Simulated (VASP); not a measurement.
# AgCl (R-3m) in VASP: further runs

AgCl is run at these levels: PBE, r2SCAN; tasks: single point.

All numbers are computed with VASP 6.6.1; they aren't measurements. Logs are shortened: lines on timing, memory, paths and dates and some standing lists are left out, and cuts for length are marked.

### 1 The cell of the first run

The structure is trigonal, space group R-3m (No. 166). The conventional cell has a = 4.080 Å, b = 4.080 Å, c = 8.971 Å, α = 90.00°, β = 90.00°, γ = 120.00°. Within 3.7 Å of Ag (site symmetry -3m) lie 6 Cl at 2.79 Å. Cl (site symmetry -3m) has 6 Ag at 2.79 Å within 3.7 Å.

### 2 Single point, PBE (epitaxial 111 strain +4.0%)

File INCAR:

```
SYSTEM = AgCl
  PREC = Accurate
  ENCUT = 520
  EDIFF = 1E-7
  ISMEAR = -1
  SIGMA = 0.02
  LREAL = .FALSE.
  LASPH = .TRUE.
  NELM = 100
  ALGO = Normal
  ISIF = 2
  LWAVE = .FALSE.
  LCHARG = .TRUE.
  GGA = PE
  LELF = .TRUE.
  LVHAR = .TRUE.
  NBANDS = 16
```

File KPOINTS:

```
regular mesh
0
G
  8 8 8
  0 0 0
```

File POSCAR:

```
AgCl
1.0
   -0.1967180865      2.6879477154      2.6879477154
    2.6879477154     -0.1967180865      2.6879477154
    2.6879477154      2.6879477154     -0.1967180865
Ag Cl
1 1
Direct
    0.0000000000      0.0000000000      0.0000000000
    0.5000000000      0.5000000000      0.5000000000
```

Potentials or basis: VASP PAW PBE potentials, release 64 (Ag, Cl).

Command:

```sh
$ cat potpaw_PBE.64/Ag/POTCAR potpaw_PBE.64/Cl/POTCAR > POTCAR
$ mpirun -np 1 vasp_std > vasp.out
```

OUTCAR:

```text
SYSTEM = AgCl
   PREC = Accurate
   ENCUT = 520
   EDIFF = 1E-7
   ISMEAR = -1
   LREAL = .FALSE.
   LASPH = .TRUE.
   NELM = 100
   ISIF = 2
   GGA = PE

 ion  position               nearest neighbor table
   1  0.000  0.000  0.000-   2 2.79   2 2.79   2 2.79   2 2.79   2 2.79   2 2.79
   2  0.500  0.500  0.500-   1 2.79   1 2.79   1 2.79   1 2.79   1 2.79   1 2.79

  LATTYP: Found a trigonal (rhomboedric) cell.
 ALAT       =     3.8064187693
 COS(alpha) =     0.4256747907

  Lattice vectors:

 A1 = (  -0.1967180865,   2.6879477154,   2.6879477154)
 A2 = (   2.6879477154,  -0.1967180865,   2.6879477154)
 A3 = (   2.6879477154,   2.6879477154,  -0.1967180865)

Analysis of symmetry for initial positions (statically):
=====================================================================
 Subroutine PRICEL returns:
 Original cell was already a primitive cell.

 Routine SETGRP: Setting up the symmetry group for a
 trigonal (rhombohedral) supercell.

 Subroutine GETGRP returns: Found 12 space group operations
 (whereof 12 operations were pure point group operations)
 out of a pool of 12 trial point group operations.

The static configuration has the point symmetry D_3d.

Analysis of symmetry for dynamics (positions and initial velocities):
=====================================================================
 Subroutine PRICEL returns:
 Original cell was already a primitive cell.

 Routine SETGRP: Setting up the symmetry group for a
 trigonal (rhombohedral) supercell.

 Subroutine GETGRP returns: Found 12 space group operations
 (whereof 12 operations were pure point group operations)
 out of a pool of 12 trial point group operations.

The dynamic configuration has the point symmetry D_3d.

 Subroutine INISYM returns: Found 12 space group operations
 (whereof 12 operations are pure point group operations),
 and found     1 'primitive' translations

----------------------------------------------------------------------------------------

                                     Primitive cell

  volume of cell :      43.0975

  direct lattice vectors                    reciprocal lattice vectors
    -0.196718087  2.687947715  2.687947715    -0.166746786  0.179913822  0.179913822
[... 74 lines left out ...]
   NGX,Y,Z   is equivalent  to a cutoff of  12.23, 12.23, 12.23 a.u.
   NGXF,Y,Z  is equivalent  to a cutoff of  24.46, 24.46, 24.46 a.u.
 SYSTEM =  AgCl
   PREC   = accura    normal or accurate (medium, high low for compatibility)
   ISTART =      0    job   : 0-new  1-cont  2-samecut
   ICHARG =      2    charge: 1-file 2-atom 10-const
   ISPIN  =      1    spin polarized calculation?
   LNONCOLLINEAR =      F non collinear calculations
   LSORBIT =      F    spin-orbit coupling
   LASPH  =      T    aspherical Exc in radial PAW
   ENCUT  =  520.0 eV  38.22 Ry    6.18 a.u.   7.08  7.08  7.08*2*pi/ulx,y,z
   NELM   =    100;   NELMIN=  2; NELMDL= -5     # of ELM steps
   EDIFF  = 0.1E-06   stopping-criterion for ELM
   LREAL  =      F    real-space projection
   EDIFFG = 0.1E-05   stopping-criterion for IOM
   NSW    =      0    number of steps for IOM
   IBRION =     -1    ionic relax: 0-MD 1-quasi-New 2-CG
   NFREE  =      0    steps in history (QN), initial steepest desc. (CG)
   ISIF   =      2    stress and relaxation
   ISYM   =      2    0-nonsym 1-usesym 2-fastsym
   POTIM  = 0.5000    time-step for ionic-motion
   TEBEG  =    0.0;   TEEND  =   0.0 temperature during run
   PSTRESS=    0.0 pullay stress
   NELECT =      18.0000    total number of electrons
   NUPDOWN=      -1.0000    fix difference up-down
   EMIN   =  10.00;   EMAX   =-10.00  energy-range for DOS
   EFERMI =   0.00;   METHOD = LEGACY
   ISMEAR =    -1;   SIGMA  =   0.02  broadening in eV -4-tet -1-fermi 0-gaus
   EFERMI_NEDOS =   21; number of points for ismear=-14 and -15
   IALGO  =     38    algorithm
   IMIX   =      4    mixing-type and parameters
     AMIX     =   0.40;   BMIX     =  1.00
     AMIX_MAG =   1.60;   BMIX_MAG =  1.00
  volume/ion in A,a.u.               =      21.55       145.42
  Fermi-wavevector in a.u.,A,eV,Ry     =   1.223719  2.312494 20.374567  1.497488
  Thomas-Fermi vector in A             =   2.358820
   LORBIT       =      0    0 simple, 1 ext, 2 COOP (PROOUT), +10 PAW based schemes
   GGA     = PE    functional components
   LHFCALC =     F    Hartree Fock is set to
   AEXX    =    0.0000 exact exchange contribution
   IVDW    =     0    specifies the selected vdW correction
   LEPSILON=     F    determine dielectric tensor
   LRPA    =     F    only Hartree local field effects (RPA)
 non-spin polarized calculation
  energy-cutoff  :      520.00
  volume of cell :       43.10
 maximum number of plane-waves:      1181
   NGX = 15   NGY = 15   NGZ = 15

 number of electron      18.0000004 magnetization

 Free energy of the ion-electron system (eV)
  ---------------------------------------------------
  ext. energy  EPLUGINS =         0.00000000
  ---------------------------------------------------
  free energy    TOTEN  =        -5.38675378 eV

  energy without entropy =       -5.38675378  energy(sigma->0) =       -5.38675378

 E-fermi :   4.1563     XC(G=0):  -9.9201

 val. band max:        3.7250625733   @ k =   0.5000   0.5000   0.5000
 cond. band min:       4.5461326209   @ k =   0.0000   0.0000   0.0000
 fundamental gap:      0.8210700476
 Fermi energy:         4.1562680735

 k-point     1 :       0.0000    0.0000    0.0000
  band No.  band energies     occupation
      1     -11.3768      2.00000
      2       1.1859      2.00000
      3       1.1859      2.00000
      4       1.2985      2.00000
      5       1.2985      2.00000
      6       1.3461      2.00000
[... 433 lines left out ...]
      3      -0.2888      2.00000
      4       0.3738      2.00000
      5       1.3984      2.00000
      6       1.5555      2.00000
[... 8 lines left out ...]
     15      17.4692      0.00000
     16      18.0494      0.00000

 [... further k-points ...]
[... 5 lines left out ...]
  --------------------------------------------------------------------------------------
  -------------------------------------------------------------------------------------
  Total        0.1909952      0.1909952      0.1909952      0.1031978      0.1031978      0.1031978
  in kB        7.1003752      7.1003752      7.1003752      3.8364465      3.8364465      3.8364465
  external PRESSURE =       7.1003752 kB  Pullay stress =       0.0000000 kB

 VOLUME and BASIS-vectors are now :
 -----------------------------------------------------------------------------
  energy-cutoff  :      520.00
  volume of cell :       43.10
      direct lattice vectors                 reciprocal lattice vectors
    -0.196718087  2.687947715  2.687947715    -0.166746786  0.179913822  0.179913822
     2.687947715 -0.196718087  2.687947715     0.179913822 -0.166746786  0.179913822
     2.687947715  2.687947715 -0.196718087     0.179913822  0.179913822 -0.166746786

 POSITION                                       TOTAL-FORCE (eV/Angst)
 -----------------------------------------------------------------------------------
      0.00000      0.00000      0.00000         0.000000      0.000000      0.000000
      2.58959      2.58959      2.58959         0.000000      0.000000     -0.000000
 -----------------------------------------------------------------------------------
    total drift:                                0.000000      0.000000      0.000000

  FREE ENERGIE OF THE ION-ELECTRON SYSTEM (eV)
  ---------------------------------------------------
  free  energy   TOTEN  =        -5.3867537822 eV

  energy  without entropy=       -5.3867537822  energy(sigma->0) =       -5.38675378
```

OSZICAR:

```text
N       E                     dE             d eps       ncg     rms          rms(c)
DAV:   1     0.102387957666E+03    0.10239E+03   -0.86963E+03  2104   0.101E+03
DAV:   2    -0.173671117709E+01   -0.10412E+03   -0.96258E+02  2632   0.224E+02
DAV:   3    -0.555339222210E+01   -0.38167E+01   -0.38065E+01  2584   0.452E+01
DAV:   4    -0.558015355417E+01   -0.26761E-01   -0.26760E-01  2608   0.411E+00
DAV:   5    -0.558051666079E+01   -0.36311E-03   -0.36310E-03  2576   0.471E-01    0.590E+00
DAV:   6    -0.539199000054E+01    0.18853E+00   -0.25681E-01  2680   0.660E+00    0.386E+00
DAV:   7    -0.538751146989E+01    0.44785E-02   -0.98950E-02  2440   0.211E+00    0.194E+00
DAV:   8    -0.538663059364E+01    0.88088E-03   -0.49949E-03  2480   0.728E-01    0.308E-01
DAV:   9    -0.538668415538E+01   -0.53562E-04   -0.52847E-04  2624   0.297E-01    0.411E-02
DAV:  10    -0.538674936797E+01   -0.65213E-04   -0.10212E-04  2512   0.912E-02    0.319E-02
DAV:  11    -0.538675374305E+01   -0.43751E-05   -0.48967E-06  2664   0.159E-02    0.352E-03
DAV:  12    -0.538675378217E+01   -0.39119E-07   -0.45612E-07  2400   0.535E-03
   1 F= -.53867538E+01 E0= -.53867538E+01  d E =-.890630E-11
```

Run time: 32 s. Hardware: 1 thread of AMD EPYC 7R13 (Zen 3), shared host; peak memory 0.16 GiB.

What came out:

```
Free energy            : -5.3868 eV
Pressure               : 0.7 GPa
Band gap on the k mesh : 0.82 eV, indirect (least direct gap 2.84 eV)
```

Caveat: the cell differs from its parent crystal (epitaxial 111 strain +4.0%). A k mesh can miss the band edges.

### 3 Single point, r2SCAN (epitaxial 111 strain +4.0%)

POSCAR is that of step 2.

File INCAR.step1:

```
SYSTEM = AgCl
PREC = Accurate
ENCUT = 520
ISMEAR = 0
SIGMA = 0.01
LREAL = .False.
LASPH = .True.
NELM = 80
NBANDS = 16
GGA = PE
ALGO = Normal
EDIFF = 1E-4
LWAVE = .True.
LCHARG = .False.
```

File INCAR.step2:

```
SYSTEM = AgCl
PREC = Accurate
ENCUT = 520
EDIFF = 1E-6
ISMEAR = 0
SIGMA = 0.01
LREAL = .False.
LASPH = .True.
NELM = 80
ALGO = Normal
ISIF = 2
LWAVE = .False.
LCHARG = .False.
METAGGA = R2SCAN
LMIXTAU = .True.
NBANDS = 16
ISTART = 1
```

File KPOINTS:

```
Automatic mesh
0
Gamma
  8 8 8
  0 0 0
```

Potentials or basis: VASP PAW PBE potentials, release 64 (Ag, Cl).

Command:

```sh
$ cat potpaw_PBE.64/Ag/POTCAR potpaw_PBE.64/Cl/POTCAR > POTCAR
$ cp INCAR.step1 INCAR
$ mpirun -np 1 vasp_std > vasp.out
$ cp INCAR.step2 INCAR
$ mpirun -np 1 vasp_std > vasp.out
```

It took 2.3 min on 1 thread of AMD EPYC 7R13 (Zen 3), shared host; peak memory 0.16 GiB.

The run converged. Its results:

| Quantity | Value |
| --- | --- |
| Free energy | -28.6310 eV |
| Pressure | -0.9 GPa |
| Band gap on the k mesh | 1.33 eV, indirect (least direct gap 3.47 eV) |

Stress tensor (GPa, compression positive):
```
-0.88  0.39  0.39
 0.39 -0.88  0.39
 0.39  0.39 -0.88
```

Levels at points of the mesh, in eV from the valence-band top:
```tsv
k point	band 6	band 7	band 8	band 9	band 10	band 11	band 12	band 13
(0.00, 0.00, 0.00)	-2.36	-2.36	-2.35	-2.14	1.33	10.86	10.86	12.23
(0.50, 0.00, 0.00)	-2.13	-1.77	-0.18	-0.03	4.78	6.81	8.13	9.07
(0.50, 0.50, 0.00)	-2.23	-2.01	-1.97	-1.91	2.91	8.38	8.98	11.81
(0.50, 0.50, 0.50)	-2.04	-1.65	0.00	0.00	4.35	7.47	7.56	7.56
```

Caveat: the cell differs from its parent crystal (epitaxial 111 strain +4.0%); the PAW data sets were made with another functional, which shifts forces and pressure a little.
